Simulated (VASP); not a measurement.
# Re: single point with PBEsol

Crystal: Re.

```
Re
1.0
     0.00000    1.98487    1.97500
     1.97500    0.00000    1.97500
     1.97500    1.98487    0.00000
Re
1
Direct
  0.00000 0.00000 0.00000
```

This cell differs from its parent crystal: strain +0.0050 x Voigt [0, 1, 0, 0, 0, 0].

```json
{"Program": "VASP 6.6.1", "Task": "single point", "Functional": "PBEsol", "Potentials or basis": "VASP PAW PBE potentials, release 64 (Re)", "Cutoff": "520 eV", "k mesh": "20 × 20 × 20", "Occupations": "gaussian, width 0.15 eV", "Spin": "no spin polarisation", "Dipole correction": "no", "Further INCAR settings": "ALGO = Fast; EDIFF = 1e-06; NBANDS = 10"}
```

```
Pressure               : -20.6 GPa
Band gap on the k mesh : zero (an odd number of electrons rules out a gap without spin polarisation)
```

Stress tensor (GPa, compression positive):
```
-20.12   0.00   0.00
  0.00 -21.45   0.00
  0.00   0.00 -20.12
```

Levels at points of the mesh, in eV from the Fermi level:
```csv
k point,band 2,band 3,band 4,band 5,band 6,band 7
"(0.00, 0.00, 0.00)",-1.84,-1.77,-1.77,1.11,1.20,13.89
"(0.50, 0.00, 0.00)",-2.02,-1.95,0.13,3.51,3.55,9.22
"(0.50, 0.50, 0.00)",-5.57,2.62,3.47,4.19,4.26,11.80
"(0.50, 0.00, 0.50)",-5.56,2.52,3.48,4.22,4.22,11.91
```

It took 2.4 min on 1 thread of Intel Xeon 8259CL, on a shared host, peak memory 0.23 GiB.

Caveat: the cell differs from its parent crystal (strain +0.0050 x Voigt [0, 1, 0, 0, 0, 0]); the cell stands under tension; the PAW data sets were made with another functional, which shifts forces and pressure a little; spin-orbit coupling is left out, which moves the levels of the heavy elements.
